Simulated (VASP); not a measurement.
Zr:

```xyz
3
Lattice="5.0860 0.0000 0.0000 -2.5430 4.4046 0.0000 0.0000 0.0000 3.1177" Properties=species:S:1:pos:R:3 pbc="T T T"
Zr    0.0000    0.0000    0.0000
Zr    0.0000    2.9364    1.5589
Zr    2.5430    1.4682    1.5589
```

This isn't the form of Zr at room conditions, which is hcp.

```yaml
Program: VASP 6.6.1
Task: relaxation of cell and atoms
Functional: PBEsol
Potentials_or_basis: VASP PAW PBE potentials, release 64 (Zr_sv)
Cutoff: 600 eV
k_mesh: 7 × 7 × 10
Occupations: fermi-dirac, width 0.1 eV
Spin: no spin polarisation
```

At the start: pressure -4.3 GPa; volume 23.28 Å³/atom.

**Question.** How do energy, volume and symmetry change on relaxing?

**Answer.** Over 9 steps the energy falls by 16.6 meV/atom and the volume is 22.24 Å³/atom (-4.5 %); space group P6/mmm (No. 191, to 0.1 Å) before and after.

Step by step:
| step | energy change (eV) | largest force (eV/Å) | pressure (GPa) | volume (Å³) |
| --- | --- | --- | --- | --- |
| 1 | 0.0000 | 0.0000 | -4.26 | 69.84 |
| 2 | -0.0052 | 0.0000 | 5.00 | 63.76 |
| 3 | -0.0482 | 0.0000 | 0.15 | 66.63 |
| 4 | -0.0482 | 0.0000 | 0.24 | 66.56 |
| 5 | -0.0499 | 0.0000 | 0.08 | 66.66 |
| 6 | -0.0499 | 0.0000 | 0.07 | 66.66 |
| 7 | -0.0499 | 0.0000 | 0.08 | 66.66 |
| 8 | -0.0499 | 0.0000 | -0.06 | 66.76 |
| 9 | -0.0499 | 0.0000 | 0.00 | 66.71 |

Final structure:
```
Zr
1.0
     4.97930    0.00000    0.00000
    -2.48965    4.31220    0.00000
     0.00000    0.00000    3.10706
Zr
3
Direct
  0.00000 0.00000 0.00000
  0.33333 0.66667 0.50000
  0.66667 0.33333 0.50000
```

Caveat: the PAW data sets were made with another functional, which shifts forces and pressure a little.
